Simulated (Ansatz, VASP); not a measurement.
## One calculation of BaZrO3, two programs

The input INCAR:

```
SYSTEM = BaZrO3
ALGO     = Normal         ! electronic algorithm
EDIFF    = 1E-6           ! SCF threshold, eV
ENCUT    = 1340           ! plane-wave cutoff, eV
GGA      = PS             ! functional
GGA_COMPAT= .False.      
ISIF     = 2              ! what is computed and relaxed
ISMEAR   = 0              ! smearing method
LASPH    = .True.         ! aspherical terms in the spheres
LCHARG   = .False.        ! write CHGCAR
LREAL    = .False.        ! projectors in reciprocal space
LWAVE    = .False.        ! write WAVECAR
NBANDS   = 28             ! bands
NELM     = 120            ! most SCF steps
PREC     = Accurate       ! precision mode
SIGMA    = 0.01           ! smearing width, eV
```

Contents of KPOINTS:

```
k-points
0
Gamma
  4 4 4
  0 0 0
```

The input POSCAR:

```
BaZrO3
1.0
    4.1561169902      0.0000000000      0.0000000000
    0.0000000000      4.1561169902      0.0000000000
    0.0000000000      0.0000000000      4.1561169902
Ba Zr O
1 1 3
Direct
    0.0000000000      0.0000000000      0.0000000000
    0.5000000000      0.5000000000      0.5000000000
    0.0000000000      0.5000000000      0.5000000000
    0.5000000000      0.0000000000      0.5000000000
    0.5000000000      0.5000000000      0.0000000000
```

Input for Ansatz:

```yaml
crystal:
  lattice:
    - [4.156116990179619, 0.0, 0.0]
    - [0.0, 4.156116990179619, 0.0]
    - [0.0, 0.0, 4.156116990179619]
  atoms:
    - { symbol: Ba, position: [0.0, 0.0, 0.0] }
    - { symbol: Zr, position: [0.5, 0.5, 0.5] }
    - { symbol: O, position: [0.0, 0.5, 0.5] }
    - { symbol: O, position: [0.5, 0.0, 0.5] }
    - { symbol: O, position: [0.5, 0.5, 0.0] }
basis:
  ecutwfc: 500.0
kpoints:
  mp_grid:
    grid: [4, 4, 4]
hamiltonian:
  xc: pbesol
scf:
  occupations:
    method: fixed
output:
  stress: true
```

Alike in both runs: task single point; functional PBEsol; k mesh 4 × 4 × 4; no spin polarisation.

|  | VASP | Ansatz |
| --- | --- | --- |
| version | VASP 6.6.1 | Ansatz 0.2.0 |
| potentials or method | VASP PAW PBE potentials, release 64 (Ba_sv, Zr_sv, O_h), cutoff 1340 eV | plane waves, PAW |
| occupations | gaussian, width 0.01 eV | fixed |
| valence electrons in the cell | 40 | 40 |

|  | VASP | Ansatz | Ansatz less VASP |
| --- | --- | --- | --- |
| pressure (GPa) | 4.2 | 3.0 | -1.13 |

VASP's potentials were made for PBE, not for PBEsol.

Spin-orbit coupling is off throughout.
